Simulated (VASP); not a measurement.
# Co (Fm-3m) in VASP: a series of runs, part 2 of 2

VASP 6.6.1. The steps go on from the part before.

## (4) Electric field gradients, PBE, collinear spin, ferromagnetic start

This run uses another cell than the first one, of 10.84 Å³/atom.

The input, INCAR:

```
SYSTEM = Co
PREC     = Accurate       ! precision mode
ENCUT    = 520            ! plane-wave cutoff, eV
EDIFF    = 1E-8           ! SCF threshold, eV
ISMEAR   = -1             ! smearing method
SIGMA    = 0.05           ! smearing width, eV
LREAL    = .False.        ! projectors in reciprocal space
LASPH    = .True.         ! aspherical terms in the spheres
NELM     = 150            ! most SCF steps
ALGO     = Normal         ! electronic algorithm
ISIF     = 2              ! what is computed and relaxed
LWAVE    = .False.        ! write WAVECAR
LCHARG   = .False.        ! write CHGCAR
ISPIN    = 2              ! spin polarisation
MAGMOM   = 2              ! initial moments
LORBIT   = 11             ! projections on sites
LMAXMIX  = 4              ! l up to which the mixer works
GGA      = PE             ! functional
LEFG     = .True.       
NBANDS   = 14             ! bands
```

The input, KPOINTS:

```
regular mesh
0
Gamma
  18 18 18
  0 0 0
```

The input, POSCAR:

```
Co
1.0
    0.0000000000      1.7566572351      1.7566572351
    1.7566572351      0.0000000000      1.7566572351
    1.7566572351      1.7566572351      0.0000000000
Co
1
Direct
    0.0000000000      0.0000000000      0.0000000000
```

Potentials or basis: VASP PAW PBE potentials, release 64 (Co).

The run is started by

```console
cat potpaw_PBE.64/Co/POTCAR > POTCAR
mpirun -np 1 vasp_std > vasp.out
```

OUTCAR:

```text
SYSTEM = Co
   PREC = Accurate
   ENCUT = 520
   EDIFF = 1E-8
   ISMEAR = -1
   LREAL = .False.
   LASPH = .True.
   NELM = 150
   ISIF = 2
   ISPIN = 2
   LORBIT = 11
   GGA = PE

 ion  position               nearest neighbor table
   1  0.000  0.000  0.000-

  LATTYP: Found a face centered cubic cell.
 ALAT       =     3.5133144702

  Lattice vectors:

 A1 = (   0.0000000000,   1.7566572351,   1.7566572351)
 A2 = (   1.7566572351,   0.0000000000,   1.7566572351)
 A3 = (   1.7566572351,   1.7566572351,   0.0000000000)

Analysis of symmetry for initial positions (statically):
=====================================================================
 Subroutine PRICEL returns:
 Original cell was already a primitive cell.

 Routine SETGRP: Setting up the symmetry group for a
 face centered cubic supercell.

 Subroutine GETGRP returns: Found 48 space group operations
 (whereof 48 operations were pure point group operations)
 out of a pool of 48 trial point group operations.
[... 1021 lines left out ...]
     1.756657235  0.000000000  1.756657235     0.284631509 -0.284631509  0.284631509
     1.756657235  1.756657235  0.000000000     0.284631509  0.284631509 -0.284631509

 POSITION                                       TOTAL-FORCE (eV/Angst)
 -----------------------------------------------------------------------------------
      0.00000      0.00000      0.00000         0.000000      0.000000      0.000000
 -----------------------------------------------------------------------------------
    total drift:                                0.000000      0.000000     -0.000000

  FREE ENERGIE OF THE ION-ELECTRON SYSTEM (eV)
  ---------------------------------------------------
  free  energy   TOTEN  =        -7.0245382347 eV

  energy  without entropy=       -7.0151431729  energy(sigma->0) =       -7.01984070

 Electric field gradients (V/A^2)
---------------------------------------------------------------------
 ion       V_xx      V_yy      V_zz      V_xy      V_xz      V_yz
---------------------------------------------------------------------
   1      -0.000    -0.000    -0.000     0.001     0.001     0.001
---------------------------------------------------------------------

 Electric field gradients after diagonalization (V/A^2)
 (convention: |V_zz| > |V_xx| > |V_yy|)
----------------------------------------------------------------------
 ion       V_xx      V_yy      V_zz     asymmetry (V_yy - V_xx)/ V_zz
----------------------------------------------------------------------
   1      -0.001    -0.001     0.002       0.000
----------------------------------------------------------------------

           NMR quadrupolar parameters

 Cq : quadrupolar parameter    Cq=e*Q*V_zz/h
 eta: asymmetry parameters     (V_yy - V_xx)/ V_zz
 Q  : nuclear electric quadrupole moment in mb (millibarn)
----------------------------------------------------------------------
 ion       Cq(MHz)       eta       Q (mb)
----------------------------------------------------------------------
   1       0.000       0.000       1.000
----------------------------------------------------------------------

 total charge

# of ion       s       p       d       tot
------------------------------------------
    1        0.490   0.524   7.259   8.273

 magnetization (x)

# of ion       s       p       d       tot
------------------------------------------
    1       -0.013  -0.049   1.704   1.643
```

OSZICAR:

```text
N       E                     dE             d eps       ncg     rms          rms(c)
DAV:   1     0.280472322070E+02    0.28047E+02   -0.37719E+03 11370   0.760E+02
DAV:   2    -0.680855209113E+01   -0.34856E+02   -0.32299E+02 11904   0.147E+02
DAV:   3    -0.803763902095E+01   -0.12291E+01   -0.12150E+01 13694   0.289E+01
DAV:   4    -0.804612546822E+01   -0.84864E-02   -0.84840E-02 13496   0.222E+00
DAV:   5    -0.804624590570E+01   -0.12044E-03   -0.12043E-03 14450   0.242E-01    0.105E+01
DAV:   6    -0.722555238729E+01    0.82069E+00   -0.12450E+01 14992   0.393E+01    0.468E+00
DAV:   7    -0.704263426425E+01    0.18292E+00   -0.14219E+00 13184   0.122E+01    0.257E+00
DAV:   8    -0.703154653464E+01    0.11088E-01   -0.12224E-02 14504   0.764E-01    0.126E+00
DAV:   9    -0.702480426076E+01    0.67423E-02   -0.67918E-03 16768   0.569E-01    0.277E-01
DAV:  10    -0.702450604856E+01    0.29821E-03   -0.10175E-03 16064   0.204E-01    0.911E-02
DAV:  11    -0.702453660707E+01   -0.30559E-04   -0.14845E-05 12810   0.357E-02    0.420E-02
DAV:  12    -0.702453772573E+01   -0.11187E-05   -0.16196E-06 14788   0.117E-02    0.152E-02
DAV:  13    -0.702453794896E+01   -0.22322E-06   -0.14406E-06 14190   0.758E-03    0.337E-03
DAV:  14    -0.702453821589E+01   -0.26694E-06   -0.22991E-08 14632   0.110E-03    0.510E-04
DAV:  15    -0.702453822872E+01   -0.12828E-07   -0.18583E-09  7890   0.377E-04    0.255E-04
DAV:  16    -0.702453823473E+01   -0.60055E-08   -0.77181E-10  6486   0.198E-04
   1 F= -.70245382E+01 E0= -.70198407E+01  d E =-.939506E-02  mag=     1.6254
```

Wall time 1.9 min (1 thread of Intel Xeon 8259CL, shared host); peak memory 0.16 GiB.

What came out:

```yaml
Free_energy: -7.0245 eV
Pressure: 0.4 GPa
Net_moment: 1.63 μB per cell
Site_moments: Co +1.64 μB
Largest_electric_field_gradient_by_atom: zero within the noise of the run
Valence_electrons_inside_the_program's_atomic_spheres: Co 8.27
```

## (5) Electric field gradients, PBE, collinear spin, ferromagnetic start (11.11 Å³/atom)

This run uses another cell than the first one, of 11.11 Å³/atom.

The input, INCAR:

```
PREC = Accurate
ENCUT = 520
EDIFF = 1E-8
ISMEAR = -1
SIGMA = 0.05
LREAL = F
LASPH = T
NELM = 150
ALGO = Normal
ISIF = 2
LWAVE = F
LCHARG = F
ISPIN = 2
MAGMOM = 2
LORBIT = 11
LMAXMIX = 4
GGA = PE
LEFG = T
NBANDS = 14
```

The input, KPOINTS:

```
regular mesh
0
Gamma
  18 18 18
```

The input, POSCAR:

```
Co
1.0
    0.0000000000      1.7711757219      1.7711757219
    1.7711757219      0.0000000000      1.7711757219
    1.7711757219      1.7711757219      0.0000000000
Co
1
Direct
    0.0000000000      0.0000000000      0.0000000000
```

Potentials or basis: VASP PAW PBE potentials, release 64 (Co).

The run is started by

```console
cat potpaw_PBE.64/Co/POTCAR > POTCAR
mpirun -np 1 vasp_std > vasp.out
```

OUTCAR:

```text
PREC = Accurate
   ENCUT = 520
   EDIFF = 1E-8
   ISMEAR = -1
   LREAL = F
   LASPH = T
   NELM = 150
   ISIF = 2
   ISPIN = 2
   LORBIT = 11
   GGA = PE

 ion  position               nearest neighbor table
   1  0.000  0.000  0.000-

  LATTYP: Found a face centered cubic cell.
 ALAT       =     3.5423514438

  Lattice vectors:

 A1 = (   0.0000000000,   1.7711757219,   1.7711757219)
 A2 = (   1.7711757219,   0.0000000000,   1.7711757219)
 A3 = (   1.7711757219,   1.7711757219,   0.0000000000)

Analysis of symmetry for initial positions (statically):
=====================================================================
 Subroutine PRICEL returns:
 Original cell was already a primitive cell.

 Routine SETGRP: Setting up the symmetry group for a
 face centered cubic supercell.

 Subroutine GETGRP returns: Found 48 space group operations
 (whereof 48 operations were pure point group operations)
 out of a pool of 48 trial point group operations.

The static configuration has the point symmetry O_h .

[... 1019 lines left out ...]
     1.771175722  1.771175722  0.000000000     0.282298359  0.282298359 -0.282298359

 POSITION                                       TOTAL-FORCE (eV/Angst)
 -----------------------------------------------------------------------------------
      0.00000      0.00000      0.00000        -0.000000     -0.000000      0.000000
 -----------------------------------------------------------------------------------
    total drift:                                0.000000      0.000000      0.000000

  FREE ENERGIE OF THE ION-ELECTRON SYSTEM (eV)
  ---------------------------------------------------
  free  energy   TOTEN  =        -7.0208624981 eV

  energy  without entropy=       -7.0108634977  energy(sigma->0) =       -7.01586300

 Electric field gradients (V/A^2)
---------------------------------------------------------------------
 ion       V_xx      V_yy      V_zz      V_xy      V_xz      V_yz
---------------------------------------------------------------------
   1      -0.000     0.000    -0.000     0.001     0.001     0.001
---------------------------------------------------------------------

 Electric field gradients after diagonalization (V/A^2)
 (convention: |V_zz| > |V_xx| > |V_yy|)
----------------------------------------------------------------------
 ion       V_xx      V_yy      V_zz     asymmetry (V_yy - V_xx)/ V_zz
----------------------------------------------------------------------
   1      -0.001    -0.001     0.002       0.000
----------------------------------------------------------------------

           NMR quadrupolar parameters

 Cq : quadrupolar parameter    Cq=e*Q*V_zz/h
 eta: asymmetry parameters     (V_yy - V_xx)/ V_zz
 Q  : nuclear electric quadrupole moment in mb (millibarn)
----------------------------------------------------------------------
 ion       Cq(MHz)       eta       Q (mb)
----------------------------------------------------------------------
   1       0.000       0.000       1.000
----------------------------------------------------------------------

 total charge

# of ion       s       p       d       tot
------------------------------------------
    1        0.480   0.503   7.243   8.226

 magnetization (x)

# of ion       s       p       d       tot
------------------------------------------
    1       -0.013  -0.049   1.722   1.661
```

stdout:

```text
POSCAR found type information on POSCAR Co
 POSCAR found :  1 types and       1 ions
 scaLAPACK will be used
 LDA part: xc-table for (Slater+PW92), standard interpolation
 POSCAR, INCAR and KPOINTS ok, starting setup
 FFT: planning ... GRIDC
 FFT: planning ... GRID_SOFT
 FFT: planning ... GRID
 WAVECAR not read
 entering main loop
ion   1
```

Wall time 2 min (1 thread of Intel Xeon 8259CL, shared host); peak memory 0.17 GiB.

What came out:

```
Free energy                                           : -7.0209 eV
Pressure                                              : -4.6 GPa
Net moment                                            : 1.64 μB per cell
Site moments                                          : Co +1.66 μB
Largest electric field gradient by atom               : zero within the noise of the run
Valence electrons inside the program's atomic spheres : Co 8.23
```

Levels at points of the mesh, in eV from the Fermi level:
Spin up:
```
           k point  band 3  band 4  band 5  band 6  band 7  band 8
(0.00, 0.00, 0.00)   -2.69   -2.69   -1.70   -1.70   22.83   26.99
(0.50, 0.00, 0.00)   -2.82   -0.83   -0.83   -0.28    5.91   21.40
(0.50, 0.50, 0.00)   -0.94   -0.57   -0.57    2.46    9.32   14.64
```
Spin down:
```csv
k point,band 1,band 2,band 3,band 4,band 5,band 6,band 7,band 8
"(0.00, 0.00, 0.00)",-8.88,-1.12,-1.12,-1.12,0.29,0.29,22.50,27.14
"(0.50, 0.00, 0.00)",-4.20,-1.12,-1.12,-0.34,1.08,1.08,6.91,21.09
"(0.50, 0.50, 0.00)",-3.99,-3.29,1.14,1.25,1.25,2.46,10.22,14.79
```

Caveat: the cell stands under tension.

## (6) Summary

```csv
cell,gap on the mesh (eV),pressure (GPa),moment (μB)
"a = 2.442 Å, angles 60.0°, 1 atom",none,13.0,1.61
"a = 2.463 Å, angles 60.0°, 1 atom",none,6.2,1.62
"a = 2.484 Å, angles 60.0°, 1 atom",none,0.4,1.63
"a = 2.505 Å, angles 60.0°, 1 atom",none,-4.6,1.64
```

Alike in all rows: task electric field gradients; level PBE; potentials or basis VASP PAW PBE potentials, release 64 (Co); spin collinear, ferromagnetic start; k mesh 18 × 18 × 18; cutoff (eV) 520; smearing fermi-dirac 0.05 eV.

Caveats: the cell stands under pressure (at least some runs); the cell stands under tension (at least some runs).

Absolute energies hang on the potentials; compare differences alone.
